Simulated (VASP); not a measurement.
# Ag (Pm-3m) in VASP: further runs

Runs on Ag. Level: BLYP. Tasks: single point.

Everything below comes from runs of VASP 6.6.1. Logs are shortened: lines on timing, memory, paths and dates and some standing lists are left out, and cuts for length are marked.

## 1. The cell of the first run

The structure is cubic, space group Pm-3m (No. 221). The conventional cell has a = 2.703 Å, b = 2.703 Å, c = 2.703 Å, α = 90.00°, β = 90.00°, γ = 90.00°. Within 3.6 Å of Ag (site symmetry m-3m) lie 6 Ag at 2.70 Å.

## 2. Single point, BLYP (volume scaled by 0.88)

Contents of INCAR:

```
SYSTEM = Ag
AGGAC = 1.0
AGGAX = 1.0
ALDAC = 0.0
ALDAX = 1.0
ALGO = Normal
EDIFF = 1E-7
ENCUT = 520
GGA = B5
ISIF = 2
ISMEAR = -1
LASPH = .TRUE.
LCHARG = .TRUE.
LELF = .TRUE.
LREAL = .FALSE.
LVHAR = .TRUE.
LWAVE = .FALSE.
NBANDS = 12
NELM = 80
PREC = Accurate
SIGMA = 0.1
```

Contents of KPOINTS:

```
k-points
0
G
  13 13 13
  0 0 0
```

Contents of POSCAR:

```
Ag
1.0
    2.7032941340      0.0000000000      0.0000000000
    0.0000000000      2.7032941340      0.0000000000
    0.0000000000      0.0000000000      2.7032941340
Ag
1
Direct
    0.0000000000      0.0000000000      0.0000000000
```

Potentials or basis: VASP PAW PBE potentials, release 64 (Ag).

The run is started by

```console
cat potpaw_PBE.64/Ag/POTCAR > POTCAR
mpirun -np 1 vasp_std > vasp.out
```

OUTCAR:

```text
SYSTEM = Ag
   EDIFF = 1E-7
   ENCUT = 520
   GGA = B5
   ISIF = 2
   ISMEAR = -1
   LASPH = .TRUE.
   LREAL = .FALSE.
   NELM = 80
   PREC = Accurate

 ion  position               nearest neighbor table
   1  0.000  0.000  0.000-

  LATTYP: Found a simple cubic cell.
 ALAT       =     2.7032941340

  Lattice vectors:

 A1 = (   2.7032941340,   0.0000000000,   0.0000000000)
 A2 = (   0.0000000000,   2.7032941340,   0.0000000000)
 A3 = (   0.0000000000,   0.0000000000,   2.7032941340)

Analysis of symmetry for initial positions (statically):
=====================================================================
 Subroutine PRICEL returns:
 Original cell was already a primitive cell.

 Routine SETGRP: Setting up the symmetry group for a
 simple cubic supercell.

 Subroutine GETGRP returns: Found 48 space group operations
 (whereof 48 operations were pure point group operations)
 out of a pool of 48 trial point group operations.

The static configuration has the point symmetry O_h .

Analysis of symmetry for dynamics (positions and initial velocities):
=====================================================================
 Subroutine PRICEL returns:
 Original cell was already a primitive cell.

 Routine SETGRP: Setting up the symmetry group for a
 simple cubic supercell.

 Subroutine GETGRP returns: Found 48 space group operations
 (whereof 48 operations were pure point group operations)
 out of a pool of 48 trial point group operations.

The dynamic configuration has the point symmetry O_h .

 Subroutine INISYM returns: Found 48 space group operations
 (whereof 48 operations are pure point group operations),
 and found     1 'primitive' translations

----------------------------------------------------------------------------------------

                                     Primitive cell

  volume of cell :      19.7551

  direct lattice vectors                    reciprocal lattice vectors
     2.703294134  0.000000000  0.000000000     0.369919051  0.000000000  0.000000000
     0.000000000  2.703294134  0.000000000     0.000000000  0.369919051  0.000000000
     0.000000000  0.000000000  2.703294134     0.000000000  0.000000000  0.369919051

  length of vectors
     2.703294134  2.703294134  2.703294134     0.369919051  0.369919051  0.369919051

  position of ions in fractional coordinates (direct lattice)
     0.000000000  0.000000000  0.000000000

  ion indices of the primitive-cell ions
   primitive index   ion index
                 1           1

----------------------------------------------------------------------------------------

 KPOINTS: k-points

Automatic generation of k-mesh.
 Grid dimensions read from file:
 generate k-points for:   13   13   13

 Generating k-lattice:

  Cartesian coordinates                     Fractional coordinates (reciprocal lattice)
     0.028455312  0.000000000  0.000000000     0.076923077  0.000000000  0.000000000
     0.000000000  0.028455312  0.000000000     0.000000000  0.076923077  0.000000000
     0.000000000  0.000000000  0.028455312     0.000000000  0.000000000  0.076923077

  Length of vectors
     0.028455312  0.028455312  0.028455312

  Shift w.r.t. Gamma in fractional coordinates (k-lattice)
     0.000000000  0.000000000  0.000000000

 Subroutine IBZKPT returns following result:
 ===========================================

 Found     84 irreducible k-points:

 Following reciprocal coordinates:
            Coordinates               Weight
  0.000000  0.000000  0.000000      1.000000
  0.076923  0.000000  0.000000      6.000000
  0.153846  0.000000  0.000000      6.000000
  0.230769  0.000000  0.000000      6.000000
  0.307692  0.000000  0.000000      6.000000
  0.384615  0.000000  0.000000      6.000000
[... 16 lines left out ...]
  0.307692  0.307692  0.000000     12.000000
  0.384615  0.307692  0.000000     24.000000
 [... further k-points ...]
   k-points           NKPTS =     84   k-points in BZ     NKDIM =     84   number of bands    NBANDS=     12
   number of dos      NEDOS =    301   number of ions     NIONS =      1
   total plane-waves  NPLWV =   8000
   dimension x,y,z NGX =    20 NGY =   20 NGZ =   20
   dimension x,y,z NGXF=    40 NGYF=   40 NGZF=   40
   ions per type =               1
   NGX,Y,Z   is equivalent  to a cutoff of  12.30, 12.30, 12.30 a.u.
   NGXF,Y,Z  is equivalent  to a cutoff of  24.60, 24.60, 24.60 a.u.
 SYSTEM =  Ag
   PREC   = accura    normal or accurate (medium, high low for compatibility)
   ISTART =      0    job   : 0-new  1-cont  2-samecut
   ICHARG =      2    charge: 1-file 2-atom 10-const
   ISPIN  =      1    spin polarized calculation?
   LNONCOLLINEAR =      F non collinear calculations
   LSORBIT =      F    spin-orbit coupling
   LASPH  =      T    aspherical Exc in radial PAW
   ENCUT  =  520.0 eV  38.22 Ry    6.18 a.u.   5.03  5.03  5.03*2*pi/ulx,y,z
   NELM   =     80;   NELMIN=  2; NELMDL= -5     # of ELM steps
   EDIFF  = 0.1E-06   stopping-criterion for ELM
   LREAL  =      F    real-space projection
   EDIFFG = 0.1E-05   stopping-criterion for IOM
   NSW    =      0    number of steps for IOM
   IBRION =     -1    ionic relax: 0-MD 1-quasi-New 2-CG
   NFREE  =      0    steps in history (QN), initial steepest desc. (CG)
   ISIF   =      2    stress and relaxation
   ISYM   =      2    0-nonsym 1-usesym 2-fastsym
   POTIM  = 0.5000    time-step for ionic-motion
   TEBEG  =    0.0;   TEEND  =   0.0 temperature during run
   PSTRESS=    0.0 pullay stress
   NELECT =      11.0000    total number of electrons
   NUPDOWN=      -1.0000    fix difference up-down
   EMIN   =  10.00;   EMAX   =-10.00  energy-range for DOS
   EFERMI =   0.00;   METHOD = LEGACY
   ISMEAR =    -1;   SIGMA  =   0.10  broadening in eV -4-tet -1-fermi 0-gaus
   EFERMI_NEDOS =   21; number of points for ismear=-14 and -15
   IALGO  =     38    algorithm
   IMIX   =      4    mixing-type and parameters
     AMIX     =   0.40;   BMIX     =  1.00
     AMIX_MAG =   1.60;   BMIX_MAG =  1.00
  volume/ion in A,a.u.               =      19.76       133.31
  Fermi-wavevector in a.u.,A,eV,Ry     =   1.346829  2.545138 24.680262  1.813948
  Thomas-Fermi vector in A             =   2.474629
   LORBIT       =      0    0 simple, 1 ext, 2 COOP (PROOUT), +10 PAW based schemes
   GGA     = B5    functional components
   LHFCALC =     F    Hartree Fock is set to
   AEXX    =    0.0000 exact exchange contribution
   IVDW    =     0    specifies the selected vdW correction
   LEPSILON=     F    determine dielectric tensor
   LRPA    =     F    only Hartree local field effects (RPA)
 non-spin polarized calculation
  energy-cutoff  :      520.00
  volume of cell :       19.76
 maximum number of plane-waves:       543
   NGX = 11   NGY = 11   NGZ = 11

 number of electron      10.9999992 magnetization

 Free energy of the ion-electron system (eV)
  ---------------------------------------------------
  ext. energy  EPLUGINS =         0.00000000
  ---------------------------------------------------
  free energy    TOTEN  =        -1.83492603 eV

  energy without entropy =       -1.82514148  energy(sigma->0) =       -1.83003375

 E-fermi :   7.0340     XC(G=0): -10.6775

 val. band max:        6.8895076855   @ k =   0.3077   0.3077   0.2308
 cond. band min:       7.0438173128   @ k =   0.4615   0.1538   0.0000
 fundamental gap:      0.1543096273
 Fermi energy:         7.0339715805

 k-point     1 :       0.0000    0.0000    0.0000
  band No.  band energies     occupation
      1       0.3811      2.00000
      2       0.9683      2.00000
      3       0.9683      2.00000
      4       4.1239      2.00000
      5       4.1239      2.00000
      6       4.1239      2.00000
      7      21.2260      0.00000
      8      21.2260      0.00000
      9      21.2260      0.00000
     10      26.8295      0.00000
     11      26.8295      0.00000
     12      27.5464      0.00000

 k-point     2 :       0.0769    0.0000    0.0000
  band No.  band energies     occupation
      1       0.5124      2.00000
      2       0.9857      2.00000
      3       1.0665      2.00000
      4       4.0582      2.00000
      5       4.0582      2.00000
      6       4.1293      2.00000
      7      20.0143      0.00000
      8      21.4345      0.00000
      9      21.4345      0.00000
     10      26.6817      0.00000
     11      27.1450      0.00000
     12      28.6203      0.00000

 k-point     3 :       0.1538    0.0000    0.0000
  band No.  band energies     occupation
      1       0.7978      2.00000
      2       1.0341      2.00000
      3       1.4537      2.00000
      4       3.8808      2.00000
      5       3.8808      2.00000
      6       4.1443      2.00000
      7      17.7442      0.00000
      8      22.0348      0.00000
      9      22.0348      0.00000
     10      26.2752      0.00000
     11      27.1794      0.00000
     12      31.3592      0.00000
[... 286 lines left out ...]
 k-point    23 :       0.3077    0.3077    0.0000
  band No.  band energies     occupation
      1       1.5087      2.00000
      2       1.8854      2.00000
      3       3.1241      2.00000
      4       3.4774      2.00000
      5       3.5375      2.00000
      6       5.5807      2.00000
      7      13.9744      0.00000
      8      16.5409      0.00000
      9      23.3437      0.00000
     10      27.0904      0.00000
     11      27.1860      0.00000
     12      30.9072      0.00000

 k-point    24 :       0.3846    0.3077    0.0000
  band No.  band energies     occupation
      1       1.5908      2.00000
      2       1.6537      2.00000
      3       3.3229      2.00000
      4       3.5010      2.00000
      5       3.5412      2.00000
      6       6.8769      1.65574
      7      12.3754      0.00000
      8      17.0179      0.00000
      9      21.5412      0.00000
     10      27.2680      0.00000
     11      28.4061      0.00000
     12      30.3553      0.00000

 [... further k-points ...]
[... 5 lines left out ...]
  --------------------------------------------------------------------------------------
  -------------------------------------------------------------------------------------
  Total        1.1758020      1.1758020      1.1758020      0.0000000     -0.0000000      0.0000000
  in kB       95.3597004     95.3597004     95.3597004      0.0000000     -0.0000000      0.0000000
  external PRESSURE =      95.3597004 kB  Pullay stress =       0.0000000 kB

 VOLUME and BASIS-vectors are now :
 -----------------------------------------------------------------------------
  energy-cutoff  :      520.00
  volume of cell :       19.76
      direct lattice vectors                 reciprocal lattice vectors
     2.703294134  0.000000000  0.000000000     0.369919051  0.000000000  0.000000000
     0.000000000  2.703294134  0.000000000     0.000000000  0.369919051  0.000000000
     0.000000000  0.000000000  2.703294134     0.000000000  0.000000000  0.369919051

 POSITION                                       TOTAL-FORCE (eV/Angst)
 -----------------------------------------------------------------------------------
      0.00000      0.00000      0.00000         0.000000      0.000000      0.000000
 -----------------------------------------------------------------------------------
    total drift:                               -0.000000      0.000000      0.000000

  FREE ENERGIE OF THE ION-ELECTRON SYSTEM (eV)
  ---------------------------------------------------
  free  energy   TOTEN  =        -1.8349260306 eV

  energy  without entropy=       -1.8251414769  energy(sigma->0) =       -1.83003375
```

Run time: 12 s. Hardware: 1 thread of Intel Xeon 6975P-C (Granite Rapids), shared host; peak memory 0.13 GiB.

Results:

| Quantity | Value |
| --- | --- |
| Free energy | -1.8349 eV |
| Pressure | 9.5 GPa |

Caveat: the PAW data sets were made with another functional, which shifts forces and pressure a little.

## 3. Single point, BLYP (volume scaled by 0.92)

Contents of INCAR:

```
PREC     = Accurate       # precision mode
ENCUT    = 520            # plane-wave cutoff, eV
EDIFF    = 1E-6           # SCF threshold, eV
ISMEAR   = -1             # smearing method
SIGMA    = 0.1            # smearing width, eV
LREAL    = F              # projectors in reciprocal space
LASPH    = T              # aspherical terms in the spheres
NELM     = 80             # most SCF steps
ALGO     = Normal         # electronic algorithm
ISIF     = 2              # what is computed and relaxed
LWAVE    = F              # write WAVECAR
LCHARG   = T              # write CHGCAR
GGA      = B5             # functional
ALDAX    = 1.0          
AGGAX    = 1.0          
AGGAC    = 1.0          
ALDAC    = 0.0          
LELF     = T              # ELF
LVHAR    = T            
NBANDS   = 12             # bands
```

Contents of KPOINTS:

```
Automatic mesh
0
Gamma
  13 13 13
```

Contents of POSCAR:

```
Ag
1.0
    2.7436477569      0.0000000000      0.0000000000
    0.0000000000      2.7436477569      0.0000000000
    0.0000000000      0.0000000000      2.7436477569
Ag
1
Direct
    0.0000000000      0.0000000000      0.0000000000
```

Potentials or basis: VASP PAW PBE potentials, release 64 (Ag).

The run is started by

```console
cat potpaw_PBE.64/Ag/POTCAR > POTCAR
mpirun -np 1 vasp_std > vasp.out
```

It took 12 s on 1 thread of Intel Xeon 6975P-C (Granite Rapids), shared host; peak memory 0.13 GiB.

Results (log left out):

| Quantity | Value |
| --- | --- |
| Free energy | -1.8769 eV |
| Pressure | 5.5 GPa |

Levels at points of the mesh, in eV from the Fermi level:
```
           k point  band 4  band 5  band 6  band 7  band 8  band 9
(0.00, 0.00, 0.00)   -2.92   -2.92   -2.92   13.85   13.85   13.85
```

Caveat: the PAW data sets were made with another functional, which shifts forces and pressure a little.

## 4. Single point, BLYP (volume scaled by 0.96)

Contents of INCAR:

```
AGGAC = 1.0
AGGAX = 1.0
ALDAC = 0.0
ALDAX = 1.0
ALGO = Normal
EDIFF = 1E-6
ENCUT = 520
GGA = B5
ISIF = 2
ISMEAR = -1
LASPH = True
LCHARG = False
LREAL = False
LWAVE = False
NBANDS = 12
NELM = 100
PREC = Accurate
SIGMA = 0.1
```

Contents of KPOINTS:

```
k-points
0
Gamma
  13 13 13
```

Contents of POSCAR:

```
Ag
1.0
    2.7828480211      0.0000000000      0.0000000000
    0.0000000000      2.7828480211      0.0000000000
    0.0000000000      0.0000000000      2.7828480211
Ag
1
Direct
    0.0000000000      0.0000000000      0.0000000000
```

The run is started by

```console
cat potpaw_PBE.64/Ag/POTCAR > POTCAR
mpirun -np 1 vasp_std > vasp.out
```

Wall time 13 s (1 thread of Intel Xeon 6975P-C (Granite Rapids), shared host); peak memory 0.14 GiB.

It converged, with:

```yaml
Free_energy: -1.8989 eV
Pressure: 2.4 GPa
```

Levels at points of the mesh, in eV from the Fermi level:
```tsv
k point	band 3	band 4	band 5	band 6	band 7	band 8	band 9	band 10
(0.00, 0.00, 0.00)	-5.65	-2.93	-2.93	-2.93	13.53	13.53	13.53	18.74
```

Caveat: the PAW data sets were made with another functional, which shifts forces and pressure a little.

## 5. Summary

| cell | gap on the mesh (eV) | pressure (GPa) |
| --- | --- | --- |
| a = 2.703 Å, 1 atom | none | 9.5 |
| a = 2.744 Å, 1 atom | none | 5.5 |
| a = 2.783 Å, 1 atom | none | 2.4 |

Alike in all rows: task single point; level BLYP; potentials or basis VASP PAW PBE potentials, release 64 (Ag); no spin polarisation; k mesh 13 × 13 × 13; cutoff (eV) 520; smearing fermi-dirac 0.1 eV.

Caveats: the PAW data sets were made with another functional, which shifts forces and pressure a little.

Absolute energies hang on the potentials; compare differences alone.
